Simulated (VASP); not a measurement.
LiTmH4:

```
Li Tm H
1.0
     4.68375    0.00000    0.00000
    -2.34187    4.05624    0.00000
     0.00000    0.00000    3.63283
Li Tm H
1 1 4
Direct
  0.00000 0.00000 0.00000
  0.33333 0.66667 0.00000
  0.66667 0.33333 0.00000
  0.50301 0.00603 0.50000
  0.99397 0.49699 0.50000
  0.50301 0.49699 0.50000
```

The cell was generated, and may not be a known phase.

- Program: VASP 6.6.1
- Task: relaxation of cell and atoms
- Functional: PBE
- Potentials or basis: VASP PAW PBE potentials, release 64 (Li_sv, Tm_3, H), 4f in core
- Cutoff: 750 eV
- k mesh: 3 × 3 × 3
- Occupations: gaussian, width 0.15 eV
- Spin: no spin polarisation

At the start: pressure -5.8 GPa; volume 11.50 Å³/atom.

Where does the relaxation end?

Over 6 steps the energy falls by 112.3 meV/atom and the volume is 10.91 Å³/atom (-5.2 %); space group P-6m2 (No. 187, to 0.1 Å) before and after.

Step by step:
| step | energy change (eV) | largest force (eV/Å) | pressure (GPa) | volume (Å³) |
| --- | --- | --- | --- | --- |
| 1 | 0.0000 | 0.5093 | -5.76 | 69.02 |
| 2 | -0.4969 | 0.1848 | -1.96 | 64.85 |
| 3 | -0.6281 | 0.1324 | 1.82 | 62.08 |
| 4 | -0.6291 | 0.1715 | 2.29 | 61.79 |
| 5 | -0.6577 | 0.1027 | 1.44 | 63.06 |
| 6 | -0.6739 | 0.0286 | 0.03 | 65.43 |

Final structure:
```yaml
crystal:
  lattice:
    - [4.88500, 0.00000, 0.00000]
    - [-2.44250, 4.23054, 0.00000]
    - [0.00000, 0.00000, 3.16613]
  atoms:
    - { symbol: Li, position: [0.00000, 0.00000, 0.00000] }
    - { symbol: Tm, position: [0.33333, 0.66667, 0.00000] }
    - { symbol: H, position: [0.66667, 0.33333, 0.00000] }
    - { symbol: H, position: [0.50053, 0.00107, 0.50000] }
    - { symbol: H, position: [0.99893, 0.49947, 0.50000] }
    - { symbol: H, position: [0.50053, 0.49947, 0.50000] }
```

Caveat: the k points lie up to 0.66 Å⁻¹ apart in the final cell.
